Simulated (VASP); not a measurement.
# Li (Pm-3n) in VASP: a series of runs

Li is run at these levels: BLYP; tasks: single point, relaxation of cell and atoms.

All numbers are computed with VASP 6.6.1; they aren't measurements. Logs are shortened: lines on timing, memory, paths and dates and some standing lists are left out, and cuts for length are marked.

### 1 The cell of the first run

It takes space group Pm-3n (No. 223, cubic). The conventional cell has a = 5.431 Å, b = 5.431 Å, c = 5.431 Å, α = 90.00°, β = 90.00°, γ = 90.00°. Li (site symmetry m-3) has 12 Li at 3.04 Å within 4.0 Å. Li (site symmetry -4m2) has 14 Li at 2.72 to 3.33 Å within 3.6 Å.

### 2 Single point, BLYP

Contents of INCAR:

```
PREC = Accurate
ENCUT = 520
EDIFF = 1E-7
ISMEAR = -1
SIGMA = 0.1
LREAL = False
LASPH = True
NELM = 80
ALGO = Normal
ISIF = 2
LWAVE = False
LCHARG = False
GGA = B5
ALDAX = 1.0
AGGAX = 1.0
AGGAC = 1.0
ALDAC = 0.0
NBANDS = 22
```

Contents of KPOINTS:

```
regular mesh
0
Gamma
  5 5 5
```

Contents of POSCAR:

```
Li
1.0
    5.4306352092      0.0000000000      0.0000000000
    0.0000000000      5.4306352092      0.0000000000
    0.0000000000      0.0000000000      5.4306352092
Li
8
Direct
    1.0000000000      0.0000000000      1.0000000000
    0.5000000000      0.5000000000      0.5000000000
    0.2500000000      1.0000000000      0.5000000000
    0.7500000000      1.0000000000      0.5000000000
    0.5000000000      0.2500000000      1.0000000000
    0.5000000000      0.7500000000      0.0000000000
    0.0000000000      0.5000000000      0.2500000000
    0.0000000000      0.5000000000      0.7500000000
```

Potentials or basis: VASP PAW PBE potentials, release 64 (Li_sv).

Run with:

```
$ cat potpaw_PBE.64/Li_sv/POTCAR > POTCAR
$ mpirun -np 1 vasp_std > vasp.out
```

OUTCAR:

```text
PREC = Accurate
   ENCUT = 520
   EDIFF = 1E-7
   ISMEAR = -1
   LREAL = False
   LASPH = True
   NELM = 80
   ISIF = 2
   GGA = B5

 ion  position               nearest neighbor table
   1  0.000  0.000  0.000-
   2  0.500  0.500  0.500-
   3  0.250  0.000  0.500-
   4  0.750  0.000  0.500-
   5  0.500  0.250  0.000-
   6  0.500  0.750  0.000-
   7  0.000  0.500  0.250-
   8  0.000  0.500  0.750-

  LATTYP: Found a simple cubic cell.
 ALAT       =     5.4306352092

  Lattice vectors:

 A1 = (   5.4306352092,   0.0000000000,   0.0000000000)
 A2 = (   0.0000000000,   5.4306352092,   0.0000000000)
 A3 = (   0.0000000000,   0.0000000000,   5.4306352092)

Analysis of symmetry for initial positions (statically):
=====================================================================
 Subroutine PRICEL returns:
 Original cell was already a primitive cell.

 Routine SETGRP: Setting up the symmetry group for a
 simple cubic supercell.

 Subroutine GETGRP returns: Found 48 space group operations
 (whereof 24 operations were pure point group operations)
 out of a pool of 48 trial point group operations.

The static configuration has the point symmetry T_h .
 The point group associated with its full space group is O_h .

Analysis of symmetry for dynamics (positions and initial velocities):
=====================================================================
 Subroutine PRICEL returns:
 Original cell was already a primitive cell.

 Routine SETGRP: Setting up the symmetry group for a
 simple cubic supercell.

 Subroutine GETGRP returns: Found 48 space group operations
 (whereof 24 operations were pure point group operations)
 out of a pool of 48 trial point group operations.

The dynamic configuration has the point symmetry T_h .
 The point group associated with its full space group is O_h .

 Subroutine INISYM returns: Found 48 space group operations
 (whereof 24 operations are pure point group operations),
 and found     1 'primitive' translations

----------------------------------------------------------------------------------------

                                     Primitive cell

  volume of cell :     160.1592

  direct lattice vectors                    reciprocal lattice vectors
     5.430635209  0.000000000  0.000000000     0.184140522  0.000000000  0.000000000
     0.000000000  5.430635209  0.000000000     0.000000000  0.184140522  0.000000000
     0.000000000  0.000000000  5.430635209     0.000000000  0.000000000  0.184140522

  length of vectors
     5.430635209  5.430635209  5.430635209     0.184140522  0.184140522  0.184140522

  position of ions in fractional coordinates (direct lattice)
     0.000000000  0.000000000  0.000000000
     0.500000000  0.500000000  0.500000000
     0.250000000  0.000000000  0.500000000
     0.750000000  0.000000000  0.500000000
     0.500000000  0.250000000  0.000000000
     0.500000000  0.750000000  0.000000000
     0.000000000  0.500000000  0.250000000
     0.000000000  0.500000000  0.750000000

  ion indices of the primitive-cell ions
   primitive index   ion index
                 1           1
                 2           2
                 3           3
                 4           4
                 5           5
                 6           6
                 7           7
                 8           8

----------------------------------------------------------------------------------------

 KPOINTS: regular mesh

Automatic generation of k-mesh.
 Grid dimensions read from file:
 generate k-points for:    5    5    5

 Generating k-lattice:

  Cartesian coordinates                     Fractional coordinates (reciprocal lattice)
     0.036828104  0.000000000  0.000000000     0.200000000  0.000000000  0.000000000
     0.000000000  0.036828104  0.000000000     0.000000000  0.200000000  0.000000000
     0.000000000  0.000000000  0.036828104     0.000000000  0.000000000  0.200000000

  Length of vectors
     0.036828104  0.036828104  0.036828104

  Shift w.r.t. Gamma in fractional coordinates (k-lattice)
     0.000000000  0.000000000  0.000000000

 Subroutine IBZKPT returns following result:
 ===========================================

 Found     10 irreducible k-points:

 Following reciprocal coordinates:
            Coordinates               Weight
  0.000000  0.000000  0.000000      1.000000
  0.200000  0.000000  0.000000      6.000000
  0.400000  0.000000  0.000000      6.000000
  0.200000  0.200000  0.000000     12.000000
  0.400000  0.200000  0.000000     24.000000
  0.400000  0.400000  0.000000     12.000000
  0.200000  0.200000  0.200000      8.000000
  0.400000  0.200000  0.200000     24.000000
  0.400000  0.400000  0.200000     24.000000
  0.400000  0.400000  0.400000      8.000000
   k-points           NKPTS =     10   k-points in BZ     NKDIM =     10   number of bands    NBANDS=     22
   number of dos      NEDOS =    301   number of ions     NIONS =      8
   total plane-waves  NPLWV =  64000
   dimension x,y,z NGX =    40 NGY =   40 NGZ =   40
   dimension x,y,z NGXF=    80 NGYF=   80 NGZF=   80
   ions per type =               8
   NGX,Y,Z   is equivalent  to a cutoff of  12.25, 12.25, 12.25 a.u.
   NGXF,Y,Z  is equivalent  to a cutoff of  24.49, 24.49, 24.49 a.u.
 SYSTEM =  unknown system
   PREC   = accura    normal or accurate (medium, high low for compatibility)
   ISTART =      0    job   : 0-new  1-cont  2-samecut
   ICHARG =      2    charge: 1-file 2-atom 10-const
   ISPIN  =      1    spin polarized calculation?
   LNONCOLLINEAR =      F non collinear calculations
   LSORBIT =      F    spin-orbit coupling
   LASPH  =      T    aspherical Exc in radial PAW
   ENCUT  =  520.0 eV  38.22 Ry    6.18 a.u.  10.10 10.10 10.10*2*pi/ulx,y,z
   NELM   =     80;   NELMIN=  2; NELMDL= -5     # of ELM steps
   EDIFF  = 0.1E-06   stopping-criterion for ELM
   LREAL  =      F    real-space projection
   EDIFFG = 0.1E-05   stopping-criterion for IOM
   NSW    =      0    number of steps for IOM
   IBRION =     -1    ionic relax: 0-MD 1-quasi-New 2-CG
   NFREE  =      0    steps in history (QN), initial steepest desc. (CG)
   ISIF   =      2    stress and relaxation
   ISYM   =      2    0-nonsym 1-usesym 2-fastsym
   POTIM  = 0.5000    time-step for ionic-motion
   TEBEG  =    0.0;   TEEND  =   0.0 temperature during run
   PSTRESS=    0.0 pullay stress
   NELECT =      24.0000    total number of electrons
   NUPDOWN=      -1.0000    fix difference up-down
   EMIN   =  10.00;   EMAX   =-10.00  energy-range for DOS
   EFERMI =   0.00;   METHOD = LEGACY
   ISMEAR =    -1;   SIGMA  =   0.10  broadening in eV -4-tet -1-fermi 0-gaus
   EFERMI_NEDOS =   21; number of points for ismear=-14 and -15
   IALGO  =     38    algorithm
   IMIX   =      4    mixing-type and parameters
     AMIX     =   0.40;   BMIX     =  1.00
     AMIX_MAG =   1.60;   BMIX_MAG =  1.00
  volume/ion in A,a.u.               =      20.02       135.10
  Fermi-wavevector in a.u.,A,eV,Ry     =   0.869550  1.643211 10.287602  0.756117
  Thomas-Fermi vector in A             =   1.988388
   LORBIT       =      0    0 simple, 1 ext, 2 COOP (PROOUT), +10 PAW based schemes
   GGA     = B5    functional components
   LHFCALC =     F    Hartree Fock is set to
   AEXX    =    0.0000 exact exchange contribution
   IVDW    =     0    specifies the selected vdW correction
   LEPSILON=     F    determine dielectric tensor
   LRPA    =     F    only Hartree local field effects (RPA)
 non-spin polarized calculation
  energy-cutoff  :      520.00
  volume of cell :      160.16
 maximum number of plane-waves:      4341
   NGX = 21   NGY = 21   NGZ = 21

 number of electron      24.0000023 magnetization

 Free energy of the ion-electron system (eV)
  ---------------------------------------------------
  ext. energy  EPLUGINS =         0.00000000
  ---------------------------------------------------
  free energy    TOTEN  =       -12.49463566 eV

  energy without entropy =      -12.38108120  energy(sigma->0) =      -12.43785843

 E-fermi :   1.1088     XC(G=0):  -6.6780

 val. band max:        1.1073528911   @ k =   0.4000   0.4000   0.2000
 cond. band min:       1.2270365392   @ k =   0.4000   0.2000   0.0000
 fundamental gap:      0.1196836481
 Fermi energy:         1.1087885760

 k-point     1 :       0.0000    0.0000    0.0000
  band No.  band energies     occupation
      1     -46.1709      2.00000
      2     -46.1607      2.00000
      3     -46.1607      2.00000
      4     -46.1420      2.00000
      5     -46.1420      2.00000
      6     -46.1420      2.00000
[... 14 lines left out ...]
     21       5.4443      0.00000
     22       5.9694      0.00000

 k-point     2 :       0.2000    0.0000    0.0000
  band No.  band energies     occupation
      1     -46.1694      2.00000
      2     -46.1612      2.00000
      3     -46.1593      2.00000
      4     -46.1447      2.00000
      5     -46.1420      2.00000
      6     -46.1420      2.00000
[... 14 lines left out ...]
     21       6.0919      0.00000
     22       6.0919      0.00000

 k-point     3 :       0.4000    0.0000    0.0000
  band No.  band energies     occupation
      1     -46.1661      2.00000
      2     -46.1630      2.00000
      3     -46.1554      2.00000
      4     -46.1499      2.00000
      5     -46.1420      2.00000
      6     -46.1420      2.00000
[... 14 lines left out ...]
     21       6.2579      0.00000
     22       6.2579      0.00000
[... 126 lines left out ...]
 k-point     9 :       0.4000    0.4000    0.2000
  band No.  band energies     occupation
      1     -46.1613      2.00000
      2     -46.1574      2.00000
      3     -46.1550      2.00000
      4     -46.1499      2.00000
      5     -46.1492      2.00000
      6     -46.1441      2.00000
[... 14 lines left out ...]
     21       6.8754      0.00000
     22       6.9072      0.00000

 k-point    10 :       0.4000    0.4000    0.4000
  band No.  band energies     occupation
      1     -46.1569      2.00000
      2     -46.1553      2.00000
      3     -46.1553      2.00000
      4     -46.1494      2.00000
      5     -46.1494      2.00000
      6     -46.1492      2.00000
[... 14 lines left out ...]
     21       7.4702      0.00000
     22       7.5400      0.00000

------------------------ aborting loop because EDIFF is reached ----------------------------------------

  FORCE on cell =-STRESS in cart. coord.  units (eV):
  Direction    XX          YY          ZZ          XY          YZ          ZX
  --------------------------------------------------------------------------------------
  -------------------------------------------------------------------------------------
  Total       -0.0523790     -0.0523790     -0.0523790     -0.0000000     -0.0000000      0.0000000
  in kB       -0.5239816     -0.5239816     -0.5239816     -0.0000000     -0.0000000      0.0000000
  external PRESSURE =      -0.5239816 kB  Pullay stress =       0.0000000 kB

 VOLUME and BASIS-vectors are now :
 -----------------------------------------------------------------------------
  energy-cutoff  :      520.00
  volume of cell :      160.16
      direct lattice vectors                 reciprocal lattice vectors
     5.430635209  0.000000000  0.000000000     0.184140522  0.000000000  0.000000000
     0.000000000  5.430635209  0.000000000     0.000000000  0.184140522  0.000000000
     0.000000000  0.000000000  5.430635209     0.000000000  0.000000000  0.184140522

 POSITION                                       TOTAL-FORCE (eV/Angst)
 -----------------------------------------------------------------------------------
      0.00000      0.00000      0.00000         0.000000     -0.000000     -0.000000
      2.71532      2.71532      2.71532         0.000000     -0.000000     -0.000000
      1.35766      0.00000      2.71532        -0.000000      0.000000      0.000000
      4.07298      0.00000      2.71532         0.000000     -0.000000     -0.000000
      2.71532      1.35766      0.00000        -0.000000     -0.000000      0.000000
      2.71532      4.07298      0.00000         0.000000      0.000000     -0.000000
      0.00000      2.71532      1.35766        -0.000000     -0.000000      0.000000
      0.00000      2.71532      4.07298        -0.000000      0.000000     -0.000000
 -----------------------------------------------------------------------------------
    total drift:                                0.000000     -0.000000     -0.000000

  FREE ENERGIE OF THE ION-ELECTRON SYSTEM (eV)
  ---------------------------------------------------
  free  energy   TOTEN  =       -12.4946356552 eV

  energy  without entropy=      -12.3810811961  energy(sigma->0) =      -12.43785843
```

Run time: 41 s. Hardware: 1 thread of Intel Xeon 6975P-C (Granite Rapids), shared host; peak memory 0.23 GiB.

Results:

| Item | Value |
| --- | --- |
| Free energy | -12.4946 eV |
| Band gap on the k mesh | zero (band 12 reaches 1.35 eV, above the bottom of band 13 at 0.84 eV) |

Caveat: the cutoff is under 1.25 times the usual one of these potentials, so pressure, stress and relaxed cells hold a basis-set (Pulay) error; the PAW data sets were made with another functional, which shifts forces and pressure a little.

### 3 Single point, BLYP

Contents of INCAR:

```
PREC     = Accurate       # precision mode
ENCUT    = 520            # plane-wave cutoff, eV
EDIFF    = 1E-6           # SCF threshold, eV
ISMEAR   = -1             # smearing method
SIGMA    = 0.1            # smearing width, eV
LREAL    = False          # projectors in reciprocal space
LASPH    = True           # aspherical terms in the spheres
NELM     = 80             # most SCF steps
ALGO     = Normal         # electronic algorithm
ISIF     = 2              # what is computed and relaxed
LWAVE    = False          # write WAVECAR
LCHARG   = False          # write CHGCAR
GGA      = B5             # functional
ALDAX    = 1.0          
AGGAX    = 1.0          
AGGAC    = 1.0          
ALDAC    = 0.0          
NBANDS   = 22             # bands
```

Contents of KPOINTS:

```
regular mesh
0
Gamma
  6 6 6
```

POSCAR is that of step 2.

Potentials or basis: VASP PAW PBE potentials, release 64 (Li_sv).

Run with:

```
$ cat potpaw_PBE.64/Li_sv/POTCAR > POTCAR
$ mpirun -np 1 vasp_std > vasp.out
```

Wall time 49 s (1 thread of Intel Xeon 6975P-C (Granite Rapids), shared host); peak memory 0.24 GiB.

Results (log left out):

| Property | Result |
| --- | --- |
| Free energy | -12.4816 eV |
| Band gap on the k mesh | zero (band 12 reaches 1.48 eV, above the bottom of band 13 at 0.36 eV) |

Levels at points of the mesh, in eV from the Fermi level:
| k point | band 9 | band 10 | band 11 | band 12 | band 13 | band 14 | band 15 | band 16 |
| --- | --- | --- | --- | --- | --- | --- | --- | --- |
| (0.00, 0.00, 0.00) | -3.55 | -0.30 | -0.30 | -0.30 | 0.61 | 0.61 | 0.87 | 3.64 |
| (0.50, 0.00, 0.00) | -2.61 | -2.61 | 0.40 | 0.40 | 0.84 | 0.84 | 1.38 | 1.38 |
| (0.50, 0.50, 0.00) | -1.68 | -1.66 | -1.66 | -1.66 | 1.04 | 1.49 | 1.49 | 1.82 |
| (0.50, 0.50, 0.50) | -0.72 | -0.72 | -0.72 | -0.72 | -0.72 | -0.72 | -0.67 | -0.67 |

Caveat: the cutoff is under 1.25 times the usual one of these potentials, so pressure, stress and relaxed cells hold a basis-set (Pulay) error; the PAW data sets were made with another functional, which shifts forces and pressure a little.

(Part 1 of 2 ends here.)
